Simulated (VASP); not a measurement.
# BP: single point with b88 exchange, pbe correlation

The system is BP.

```
P B
1.0
     0.00000    2.23833    2.23833
     2.23833    0.00000    2.23833
     2.23833    2.23833    0.00000
P B
1 1
Cartesian
  3.3575 3.3575 3.3575
  0.0000 0.0000 0.0000
```

```yaml
Program: VASP 6.6.1
Task: single point
Functional: b88 exchange, pbe correlation
Potentials_or_basis: VASP PAW PBE potentials, release 64 (P, B)
Cutoff: 500 eV
k_mesh: 10 × 10 × 10
Occupations: fermi-dirac, width 0.05 eV
Spin: no spin polarisation
Dipole_correction: no
Further_INCAR_settings: ALGO = Normal; EDIFF = 1e-06; NBANDS = 11
```

```yaml
Pressure: 8.5 GPa
Band_gap_on_the_k_mesh: 1.19 eV (least direct gap 3.48 eV)
```

Levels at points of the mesh, in eV from the valence-band top:
```
           k point  band 1  band 2  band 3  band 4  band 5  band 6  band 7  band 8
(0.00, 0.00, 0.00)  -15.83    0.00    0.00    0.00    3.48    3.48    3.48    8.00
(0.50, 0.00, 0.00)  -12.34   -9.33   -1.80   -1.80    4.03    4.76    4.76   10.27
(0.50, 0.50, 0.00)  -10.75   -8.80   -4.26   -4.26    1.26    1.63   12.53   12.53
```

Run time: 7.7 s on 1 thread of AMD EPYC 7R13 Processor (Zen 3) (shared host), peak memory 0.11 GiB.

Caveat: the cell stands under pressure; the PAW data sets were made with another functional, which shifts forces and pressure a little. A k mesh can miss the band edges.
